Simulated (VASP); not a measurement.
Write the native input for VASP 6.6.1 that does the following.

* Task: single point
* Functional: PBE
* Potentials or basis: VASP PAW PBE potentials, release 64 (Ir)
* Cutoff: 520 eV
* k mesh: 18 × 18 × 18
* Occupations: gaussian, width 0.05 eV
* Spin: no spin polarisation
* Dipole correction: no
* Further INCAR settings: ALGO = Fast; EDIFF = 1e-06; NBANDS = 10

The structure of Ir lies in POSCAR:

```
Ir
1.0
    0.0000000000      1.9566662719      1.9566662719
    1.9566662719      0.0000000000      1.9566662719
    1.9566662719      1.9566662719      0.0000000000
Ir
1
Direct
    0.0000000000      0.0000000000      0.0000000000
```

These files were run (other wordings do the same):

INCAR

```
SYSTEM = Ir
PREC = Accurate ; ENCUT = 520
EDIFF = 1E-6 ; ISMEAR = 0
SIGMA = 0.05 ; LREAL = .False.
LASPH = .True. ; NELM = 100
ALGO = Fast ; ISIF = 2
LWAVE = .False. ; LCHARG = .False.
GGA = PE ; NBANDS = 10
```

KPOINTS

```
Automatic mesh
0
Gamma
  18 18 18
  0 0 0
```

Potentials or basis: VASP PAW PBE potentials, release 64 (Ir).

Run with:

```console
$ cat potpaw_PBE.64/Ir/POTCAR > POTCAR
$ mpirun -np 1 vasp_std > vasp.out
```

It gave:

* Pressure: -10.3 GPa

It took 55 s on 1 thread of AMD EPYC 7R13, on a shared host, peak memory 0.16 GiB.
